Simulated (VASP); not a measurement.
Here is a VASP 6.6.1 calculation.

The input POSCAR:

```
Ni
1.0
    0.0000000000      3.5481000000      3.5481000000
    1.7740500000      0.0000000000      1.7740500000
    1.7740500000      1.7740500000      0.0000000000
Ni
2
Direct
    0.0000000000      0.0000000000      0.0000000000
    0.5000000000      0.0000000000      0.0000000000
```

File INCAR.step1:

```
SYSTEM = Ni
ALGO = Normal
EDIFF = 1E-4
ENCUT = 520
GGA = PE
ISMEAR = -1
ISPIN = 2
LASPH = .TRUE.
LCHARG = .FALSE.
LMAXMIX = 4
LREAL = .FALSE.
LWAVE = .TRUE.
MAGMOM = 2 0
NBANDS = 21
NELM = 150
PREC = Accurate
SIGMA = 0.1
```

The input INCAR.step2:

```
SYSTEM = Ni
ALGO = Normal
EDIFF = 1E-6
ENCUT = 520
ISIF = 2
ISMEAR = -1
ISPIN = 2
ISTART = 1
LASPH = .TRUE.
LCHARG = .TRUE.
LELF = .TRUE.
LMAXMIX = 4
LMIXTAU = .TRUE.
LORBIT = 11
LREAL = .FALSE.
LVHAR = .TRUE.
LWAVE = .FALSE.
MAGMOM = 2 0
METAGGA = R2SCAN
NBANDS = 21
NELM = 150
PREC = Accurate
SIGMA = 0.1
```

Contents of KPOINTS:

```
k-points
0
G
  6 12 12
  0 0 0
```

Potentials or basis: VASP PAW PBE potentials, release 64 (Ni).

Launch:

```console
$ cat potpaw_PBE.64/Ni/POTCAR > POTCAR
$ cp INCAR.step1 INCAR
$ mpirun -np 1 vasp_std > vasp.out
$ cp INCAR.step2 INCAR
$ mpirun -np 1 vasp_std > vasp.out
```

Q: Estimate the pressure.

A: -10.7 GPa.

Q: What does it give for the site moments?

A: Ni +0.76 μB.

Caveat: the cell stands under tension; the PAW data sets were made with another functional, which shifts forces and pressure a little.
